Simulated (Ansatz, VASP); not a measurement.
# One calculation of Hf2CuSi3, two programs

```
Si Cu Hf
1.0
     3.50064    0.00000    0.00000
     0.00000    3.50064    0.00000
     0.00000    0.00000    7.67210
Si Cu Hf
3 1 2
Direct
  0.50000 0.50000 0.00000
  0.00000 0.50000 0.38200
  0.50000 0.00000 0.61800
  0.00000 0.00000 0.00000
  0.00000 0.50000 0.73400
  0.50000 0.00000 0.26600
```

Alike in both runs: task single point; functional r2SCAN; k mesh 7 × 7 × 4; occupations gaussian, width 0.0211 eV; no spin polarisation.

|  | VASP | Ansatz |
| --- | --- | --- |
| version | VASP 6.6.1 | Ansatz 0.2.0 |
| potentials or method | VASP PAW PBE potentials, release 64 (Si, Cu, Hf_pv), cutoff 520 eV | PAW plane waves |
| valence electrons in the cell | 43 | 83 |

```tsv
	VASP	Ansatz	Ansatz less VASP
pressure (GPa)	15.8	15.8	+0.01
rms of the force components (eV/Å)	0.170	0.174	+0.0036
```

VASP's potentials were made for PBE, not for r2SCAN. VASP's potentials hold 43 valence electrons a cell and Ansatz's 83, so a difference there can come from the potentials and not from the codes.

Spin-orbit coupling is off throughout.
